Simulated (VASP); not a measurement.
# ZrB2 (P6/mmm) in VASP: a series of runs

Runs on ZrB2. Level: PBE. Tasks: single point.

All numbers are computed with VASP 6.6.1; they aren't measurements. Logs are shortened: lines on timing, memory, paths and dates and some standing lists are left out, and cuts for length are marked.

## Step 1: The cell of the first run

It takes space group P6/mmm (No. 191, hexagonal). The conventional cell has a = 3.045 Å, b = 3.045 Å, c = 3.380 Å, α = 90.00°, β = 90.00°, γ = 120.00°. Zr (site symmetry 6/mmm) has 12 B at 2.44 Å and 6 Zr at 3.05 Å within 3.2 Å. Within 2.3 Å of B (site symmetry -6m2) lie 3 B at 1.76 Å.

## Step 2: Single point, PBE (volume scaled by 0.88, then relaxed in part)

The input, INCAR:

```
PREC = Accurate ; ENCUT = 520
EDIFF = 1E-6 ; ISMEAR = 0
SIGMA = 0.1 ; LREAL = False
LASPH = True ; NELM = 80
ALGO = Normal ; ISIF = 2
LWAVE = False ; LCHARG = False
GGA = PE ; NBANDS = 16
```

The input, KPOINTS:

```
regular mesh
0
Gamma
  15 15 12
```

The input, POSCAR:

```
ZrB2
1.0
    3.0454759191      0.0000000000      0.0000000000
   -1.5227379595      2.6374595126      0.0000000000
    0.0000000000      0.0000000000      3.3798336113
Zr B
1 2
Direct
    0.0000000000      0.0000000000      0.0000000000
    0.3333333333      0.6666666667      0.5000000000
    0.6666666667      0.3333333333      0.5000000000
```

Potentials or basis: VASP PAW PBE potentials, release 64 (Zr_sv, B).

Launch:

```bash
> cat potpaw_PBE.64/Zr_sv/POTCAR potpaw_PBE.64/B/POTCAR > POTCAR
> mpirun -np 1 vasp_std > vasp.out
```

OUTCAR:

```text
PREC = Accurate
   ENCUT = 520
   EDIFF = 1E-6
   ISMEAR = 0
   LREAL = False
   LASPH = True
   NELM = 80
   ISIF = 2
   GGA = PE

 ion  position               nearest neighbor table
   1  0.000  0.000  0.000-   2 2.44   3 2.44   2 2.44   3 2.44   3 2.44   3 2.44   2 2.44   2 2.44
                             3 2.44   3 2.44   2 2.44   2 2.44
   2  0.333  0.667  0.500-   3 1.76   3 1.76   3 1.76   1 2.44   1 2.44   1 2.44   1 2.44   1 2.44
                             1 2.44
   3  0.667  0.333  0.500-   2 1.76   2 1.76   2 1.76   1 2.44   1 2.44   1 2.44   1 2.44   1 2.44
                             1 2.44

  LATTYP: Found a hexagonal cell.
 ALAT       =     3.0454759191
 C/A-ratio  =     1.1097883224

  Lattice vectors:

 A1 = (   3.0454759191,   0.0000000000,   0.0000000000)
 A2 = (  -1.5227379595,   2.6374595126,   0.0000000000)
 A3 = (   0.0000000000,   0.0000000000,   3.3798336113)

Analysis of symmetry for initial positions (statically):
=====================================================================
 Subroutine PRICEL returns:
 Original cell was already a primitive cell.

 Routine SETGRP: Setting up the symmetry group for a
 hexagonal supercell.

 Subroutine GETGRP returns: Found 24 space group operations
 (whereof 24 operations were pure point group operations)
 out of a pool of 24 trial point group operations.

The static configuration has the point symmetry D_6h.

Analysis of symmetry for dynamics (positions and initial velocities):
=====================================================================
 Subroutine PRICEL returns:
 Original cell was already a primitive cell.

 Routine SETGRP: Setting up the symmetry group for a
 hexagonal supercell.

 Subroutine GETGRP returns: Found 24 space group operations
 (whereof 24 operations were pure point group operations)
 out of a pool of 24 trial point group operations.

The dynamic configuration has the point symmetry D_6h.

 Subroutine INISYM returns: Found 24 space group operations
 (whereof 24 operations are pure point group operations),
 and found     1 'primitive' translations

----------------------------------------------------------------------------------------

                                     Primitive cell

  volume of cell :      27.1479

  direct lattice vectors                    reciprocal lattice vectors
     3.045475919  0.000000000  0.000000000     0.328355904  0.189576370  0.000000000
    -1.522737959  2.637459513  0.000000000     0.000000000  0.379152740  0.000000000
     0.000000000  0.000000000  3.379833611     0.000000000  0.000000000  0.295872553

  length of vectors
     3.045475919  3.045475919  3.379833611     0.379152740  0.379152740  0.295872553

  position of ions in fractional coordinates (direct lattice)
     0.000000000  0.000000000  0.000000000
     0.333333333  0.666666667  0.500000000
     0.666666667  0.333333333  0.500000000

  ion indices of the primitive-cell ions
   primitive index   ion index
                 1           1
                 2           2
                 3           3

----------------------------------------------------------------------------------------

 KPOINTS: regular mesh

Automatic generation of k-mesh.
 Grid dimensions read from file:
 generate k-points for:   15   15   12

 Generating k-lattice:

  Cartesian coordinates                     Fractional coordinates (reciprocal lattice)
     0.021890394  0.012638425  0.000000000     0.066666667 -0.000000000  0.000000000
     0.000000000  0.025276849  0.000000000     0.000000000  0.066666667  0.000000000
     0.000000000  0.000000000  0.024656046     0.000000000  0.000000000  0.083333333

  Length of vectors
     0.025276849  0.025276849  0.024656046

  Shift w.r.t. Gamma in fractional coordinates (k-lattice)
     0.000000000  0.000000000  0.000000000

 Subroutine IBZKPT returns following result:
 ===========================================

 Found    189 irreducible k-points:

 Following reciprocal coordinates:
            Coordinates               Weight
  0.000000  0.000000  0.000000      1.000000
  0.066667  0.000000  0.000000      6.000000
  0.133333  0.000000  0.000000      6.000000
  0.200000  0.000000  0.000000      6.000000
  0.266667  0.000000  0.000000      6.000000
  0.333333  0.000000  0.000000      6.000000
[... 16 lines left out ...]
  0.333333  0.200000  0.000000     12.000000
  0.400000  0.200000  0.000000      6.000000
 [... further k-points ...]
   k-points           NKPTS =    189   k-points in BZ     NKDIM =    189   number of bands    NBANDS=     16
   number of dos      NEDOS =    301   number of ions     NIONS =      3
   total plane-waves  NPLWV =  16128
   dimension x,y,z NGX =    24 NGY =   24 NGZ =   28
   dimension x,y,z NGXF=    48 NGYF=   48 NGZF=   56
   ions per type =               1   2
   NGX,Y,Z   is equivalent  to a cutoff of  13.10, 13.10, 13.77 a.u.
   NGXF,Y,Z  is equivalent  to a cutoff of  26.20, 26.20, 27.55 a.u.
 SYSTEM =  unknown system
   PREC   = accura    normal or accurate (medium, high low for compatibility)
   ISTART =      0    job   : 0-new  1-cont  2-samecut
   ICHARG =      2    charge: 1-file 2-atom 10-const
   ISPIN  =      1    spin polarized calculation?
   LNONCOLLINEAR =      F non collinear calculations
   LSORBIT =      F    spin-orbit coupling
   LASPH  =      T    aspherical Exc in radial PAW
   ENCUT  =  520.0 eV  38.22 Ry    6.18 a.u.   5.66  5.66  6.28*2*pi/ulx,y,z
   NELM   =     80;   NELMIN=  2; NELMDL= -5     # of ELM steps
   EDIFF  = 0.1E-05   stopping-criterion for ELM
   LREAL  =      F    real-space projection
   EDIFFG = 0.1E-04   stopping-criterion for IOM
   NSW    =      0    number of steps for IOM
   IBRION =     -1    ionic relax: 0-MD 1-quasi-New 2-CG
   NFREE  =      0    steps in history (QN), initial steepest desc. (CG)
   ISIF   =      2    stress and relaxation
   ISYM   =      2    0-nonsym 1-usesym 2-fastsym
   POTIM  = 0.5000    time-step for ionic-motion
   TEBEG  =    0.0;   TEEND  =   0.0 temperature during run
   PSTRESS=    0.0 pullay stress
   NELECT =      18.0000    total number of electrons
   NUPDOWN=      -1.0000    fix difference up-down
   EMIN   =  10.00;   EMAX   =-10.00  energy-range for DOS
[... 5 lines left out ...]
     AMIX     =   0.40;   BMIX     =  1.00
     AMIX_MAG =   1.60;   BMIX_MAG =  1.00
  volume/ion in A,a.u.               =       9.05        61.07
  Fermi-wavevector in a.u.,A,eV,Ry     =   1.427535  2.697651 27.726734  2.037857
  Thomas-Fermi vector in A             =   2.547694
   LORBIT       =      0    0 simple, 1 ext, 2 COOP (PROOUT), +10 PAW based schemes
   GGA     = PE    functional components
   LHFCALC =     F    Hartree Fock is set to
[... 5 lines left out ...]
 Gauss-broadening in eV      SIGMA  =   0.10
  energy-cutoff  :      520.00
  volume of cell :       27.15
 maximum number of plane-waves:       751
 NGX is ok and might be reduce to    24
   NGX = 11   NGY = 11   NGZ = 13

 number of electron      18.0000000 magnetization

 Free energy of the ion-electron system (eV)
  ---------------------------------------------------
  ext. energy  EPLUGINS =         0.00000000
  ---------------------------------------------------
  free energy    TOTEN  =       -24.56572746 eV

  energy without entropy =      -24.56476071  energy(sigma->0) =      -24.56524409

 E-fermi :  11.9456     XC(G=0): -13.0396

 val. band max:       11.8974108058   @ k =   0.0667   0.0667   0.4167
 cond. band min:      11.9664598694   @ k =   0.4000   0.1333   0.0000
 fundamental gap:      0.0690490636
 Fermi energy:        11.9455747992

 k-point     1 :       0.0000    0.0000    0.0000
  band No.  band energies     occupation
      1     -36.2734      2.00000
      2     -14.5362      2.00000
      3     -13.7701      2.00000
      4     -13.7701      2.00000
      5      -1.3203      2.00000
      6       9.0380      2.00000
[... 8 lines left out ...]
     15      17.5941      0.00000
     16      17.5941      0.00000

 k-point     2 :       0.0667    0.0000    0.0000
  band No.  band energies     occupation
      1     -36.2653      2.00000
      2     -14.5246      2.00000
      3     -13.8371      2.00000
      4     -13.7842      2.00000
      5      -1.2185      2.00000
      6       8.7723      2.00000
[... 8 lines left out ...]
     15      18.2573      0.00000
     16      18.3912      0.00000

 k-point     3 :       0.1333    0.0000    0.0000
  band No.  band energies     occupation
      1     -36.2421      2.00000
      2     -14.4918      2.00000
      3     -14.0225      2.00000
      4     -13.8239      2.00000
      5      -0.9241      2.00000
      6       8.0972      2.00000
[... 8 lines left out ...]
     15      19.1730      0.00000
     16      19.6345      0.00000

 k-point     4 :       0.2000    0.0000    0.0000
  band No.  band energies     occupation
      1     -36.2076      2.00000
      2     -14.4430      2.00000
      3     -14.2858      2.00000
      4     -13.8816      2.00000
      5      -0.4651      2.00000
      6       7.2218      2.00000
[... 8 lines left out ...]
     15      19.5740      0.00000
     16      20.6371      0.00000

 k-point     5 :       0.2667    0.0000    0.0000
  band No.  band energies     occupation
      1     -36.1677      2.00000
      2     -14.5756      2.00000
      3     -14.3862      2.00000
      4     -13.9471      2.00000
      5       0.1247      2.00000
      6       6.2811      2.00000
[... 8 lines left out ...]
     15      20.3488      0.00000
     16      22.3790      0.00000

 k-point     6 :       0.3333    0.0000    0.0000
  band No.  band energies     occupation
      1     -36.1292      2.00000
      2     -14.8415      2.00000
      3     -14.3314      2.00000
      4     -14.0088      2.00000
      5       0.8132      2.00000
      6       5.3367      2.00000
[... 8 lines left out ...]
     15      21.4941      0.00000
     16      23.4480      0.00000

 k-point     7 :       0.4000    0.0000    0.0000
  band No.  band energies     occupation
      1     -36.0989      2.00000
      2     -15.0426      2.00000
      3     -14.2880      2.00000
      4     -14.0564      2.00000
      5       1.5650      2.00000
      6       4.4214      2.00000
[... 8 lines left out ...]
     15      22.3752      0.00000
     16      22.6451      0.00000

 k-point     8 :       0.4667   -0.0000    0.0000
  band No.  band energies     occupation
      1     -36.0822      2.00000
      2     -15.1504      2.00000
      3     -14.2640      2.00000
      4     -14.0823      2.00000
      5       2.2827      2.00000
      6       3.6243      2.00000
[... 8 lines left out ...]
     15      21.3496      0.00000
     16      23.4319      0.00000

 k-point     9 :       0.0667    0.0667    0.0000
  band No.  band energies     occupation
      1     -36.2496      2.00000
      2     -14.5024      2.00000
      3     -13.9609      2.00000
      4     -13.8134      2.00000
      5      -1.0203      2.00000
      6       8.3232      2.00000
[... 8 lines left out ...]
     15      18.8199      0.00000
     16      19.2091      0.00000
[... 172 lines left out ...]
 k-point    19 :       0.3333    0.1333    0.0000
  band No.  band energies     occupation
      1     -36.0895      2.00000
      2     -14.9937      2.00000
      3     -14.2748      2.00000
      4     -14.2008      2.00000
      5       1.8293      2.00000
      6       4.5670      2.00000
[... 8 lines left out ...]
     15      22.1491      0.00000
     16      22.7519      0.00000

 k-point    20 :       0.4000    0.1333    0.0000
  band No.  band energies     occupation
      1     -36.0742      2.00000
      2     -15.0802      2.00000
      3     -14.2529      2.00000
      4     -14.2390      2.00000
      5       2.5904      2.00000
      6       3.7565      2.00000
[... 8 lines left out ...]
     15      22.1361      0.00000
     16      23.0627      0.00000

 k-point    21 :       0.2000    0.2000    0.0000
  band No.  band energies     occupation
      1     -36.1199      2.00000
      2     -14.7793      2.00000
      3     -14.3182      2.00000
      4     -14.1668      2.00000
      5       1.0069      2.00000
      6       5.6983      2.00000
[... 8 lines left out ...]
     15      20.5340      0.00000
     16      22.6230      0.00000

 k-point    22 :       0.2667    0.2000    0.0000
  band No.  band energies     occupation
      1     -36.0913      2.00000
      2     -14.9020      2.00000
      3     -14.2892      2.00000
      4     -14.2774      2.00000
      5       1.7367      2.00000
      6       5.0821      2.00000
[... 8 lines left out ...]
     15      21.0118      0.00000
     16      23.3011      0.00000

 k-point    23 :       0.3333    0.2000    0.0000
  band No.  band energies     occupation
      1     -36.0718      2.00000
      2     -14.9784      2.00000
      3     -14.3775      2.00000
      4     -14.2496      2.00000
      5       2.5357      2.00000
      6       4.3259      2.00000
[... 8 lines left out ...]
     15      22.2011      0.00000
     16      23.2877      0.00000

 k-point    24 :       0.4000    0.2000    0.0000
  band No.  band energies     occupation
      1     -36.0649      2.00000
      2     -15.0041      2.00000
      3     -14.4097      2.00000
      4     -14.2397      2.00000
      5       3.1886      2.00000
      6       3.6761      2.00000
[... 8 lines left out ...]
     15      22.8990      0.00000
     16      22.9704      0.00000

 [... further k-points ...]
[... 5 lines left out ...]
  --------------------------------------------------------------------------------------
  -------------------------------------------------------------------------------------
  Total        6.6485864      6.6485864      6.6846730      0.0000000     -0.0000000      0.0000000
  in kB      392.3770609    392.3770609    394.5067687      0.0000000     -0.0000000      0.0000000
  external PRESSURE =     393.0869635 kB  Pullay stress =       0.0000000 kB

 VOLUME and BASIS-vectors are now :
 -----------------------------------------------------------------------------
  energy-cutoff  :      520.00
  volume of cell :       27.15
      direct lattice vectors                 reciprocal lattice vectors
     3.045475919  0.000000000  0.000000000     0.328355904  0.189576370  0.000000000
    -1.522737959  2.637459513  0.000000000     0.000000000  0.379152740  0.000000000
     0.000000000  0.000000000  3.379833611     0.000000000  0.000000000  0.295872553

 POSITION                                       TOTAL-FORCE (eV/Angst)
 -----------------------------------------------------------------------------------
      0.00000      0.00000      0.00000         0.000000      0.000000      0.000000
     -0.00000      1.75831      1.68992        -0.000000     -0.000000      0.000000
      1.52274      0.87915      1.68992         0.000000      0.000000      0.000000
 -----------------------------------------------------------------------------------
    total drift:                               -0.000000      0.000000      0.000000

  FREE ENERGIE OF THE ION-ELECTRON SYSTEM (eV)
  ---------------------------------------------------
  free  energy   TOTEN  =       -24.5657274618 eV

  energy  without entropy=      -24.5647607106  energy(sigma->0) =      -24.56524409
```

Wall time 32 s (1 thread of AMD EPYC 9R45 (Zen 5), shared host); peak memory 0.17 GiB.

Results:

| Quantity | Value |
| --- | --- |
| Free energy | -24.5657 eV |
| Pressure | 39.3 GPa |
| Band gap on the k mesh | zero (band 9 reaches 12.79 eV, above the bottom of band 10 at 11.67 eV) |

## Step 3: Single point, PBE (volume scaled by 0.91, then relaxed in part)

The input, INCAR:

```
SYSTEM = ZrB2
  ALGO = Normal
  EDIFF = 1E-7
  ENCUT = 520
  GGA = PE
  ISIF = 2
  ISMEAR = 0
  LASPH = .TRUE.
  LCHARG = .FALSE.
  LREAL = .FALSE.
  LWAVE = .FALSE.
  NBANDS = 16
  NELM = 80
  PREC = Accurate
  SIGMA = 0.1
```

The input, KPOINTS:

```
k-points
0
G
  15 15 12
  0 0 0
```

The input, POSCAR:

```
ZrB2
1.0
    3.0781406990      0.0000000000      0.0000000000
   -1.5390703495      2.6657480418      0.0000000000
    0.0000000000      0.0000000000      3.4212707631
Zr B
1 2
Direct
    0.0000000000      0.0000000000      0.0000000000
    0.3333333333      0.6666666667      0.5000000000
    0.6666666667      0.3333333333      0.5000000000
```

Potentials or basis: VASP PAW PBE potentials, release 64 (Zr_sv, B).

Launch:

```bash
> cat potpaw_PBE.64/Zr_sv/POTCAR potpaw_PBE.64/B/POTCAR > POTCAR
> mpirun -np 1 vasp_std > vasp.out
```

It took 33 s on 1 thread of AMD EPYC 9R45 (Zen 5), shared host; peak memory 0.18 GiB.

It converged, with:

* Free energy: -24.7578 eV
* Pressure: 27.2 GPa
* Band gap on the k mesh: zero (band 9 reaches 12.38 eV, above the bottom of band 10 at 11.29 eV)

Stress tensor (GPa, compression positive):
```
27.18  0.00  0.00
 0.00 27.18  0.00
 0.00  0.00 27.26
```

Levels at points of the mesh, in eV from the Fermi level:
| k point | band 5 | band 6 | band 7 | band 8 | band 9 | band 10 | band 11 | band 12 | band 13 | band 14 |
| --- | --- | --- | --- | --- | --- | --- | --- | --- | --- | --- |
| (0.00, 0.00, 0.00) | -13.13 | -2.83 | -2.83 | -2.78 | -2.25 | 3.84 | 3.84 | 4.69 | 4.69 | 5.43 |
| (0.00, 0.00, 0.50) | -10.70 | -7.18 | -1.01 | -1.01 | 0.34 | 0.34 | 0.87 | 0.87 | 2.12 | 5.26 |

(Part 1 of 2 ends here.)
